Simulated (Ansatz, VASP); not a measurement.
Two plane-wave programs on C

```
CELL_PARAMETERS angstrom
0.00000 1.76587 1.76587
1.76587 0.00000 1.76587
1.76587 1.76587 0.00000
ATOMIC_POSITIONS crystal
C 0.87500 0.87500 0.87500
C 0.12500 0.12500 0.12500
```

Alike in both runs: functional LDA; k mesh 16 × 16 × 16; occupations fermi-dirac, width 0.02 eV; no spin polarisation.

Ansatz relaxed the structure, and its values are those at the end. VASP's run is a single point on that final structure, the one shown.

|  | VASP | Ansatz |
| --- | --- | --- |
| version | VASP 6.6.1 | Ansatz 0.2.0 |
| potentials or method | VASP PAW LDA potentials, release 64 (C) | PAW with Ansatz's default frozen-core files, scalar-relativistic |
| plane-wave cutoff (eV) | 600 | 420 |
| valence electrons in the cell | 8 | 8 |

```csv
,VASP,Ansatz,Ansatz less VASP
gap on the k mesh at the Fermi level (eV),4.17,4.17,+0.002
pressure (GPa),0.8,0.0,-0.83
```

LDA's correlation is that of Perdew and Zunger in VASP and of Perdew and Wang (1992) in Ansatz.
